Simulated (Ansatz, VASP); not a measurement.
# La3O: VASP beside Ansatz

```xyz
4
Lattice="-2.8975 2.8975 2.8985 2.8975 -2.8975 2.8985 2.8975 2.8975 -2.8985" Properties=species:S:1:pos:R:3 pbc="T T T"
La    0.0000    2.8975    0.0000
La    2.8975    0.0000    0.0000
La    0.0000    0.0000    0.0000
O     0.0000    0.0000    2.8985
```

Alike in both runs: functional PBE; k mesh 4 × 4 × 4; occupations gaussian, width 0.1 eV; no spin polarisation.

Ansatz relaxed the structure, and its values are those at the end. VASP's run is a single point on that final structure, the one shown.

```csv
,VASP,Ansatz
version,VASP 6.6.1,Ansatz 0.2.0
potentials or method,"VASP PAW PBE potentials, release 64 (La, O), cutoff 520 eV","scalar-relativistic, plane waves, PAW"
valence electrons in the cell,39,39
```

Ansatz gave:

| Item | Value |
| --- | --- |
| gap on the k mesh at the Fermi level (eV) | none |
| pressure (GPa) | 0.0 |

Question: Estimate VASP's values.

Answer: gap on the k mesh at the Fermi level (eV): none; pressure (GPa): -0.1.

A gap of «none» marks a metal or a gap that the smearing closes. The functional is the same, so the differences come from potentials, cutoffs and numerics.

The k mesh is coarse, so the values compare programs but aren't converged. Spin-orbit coupling is off throughout.
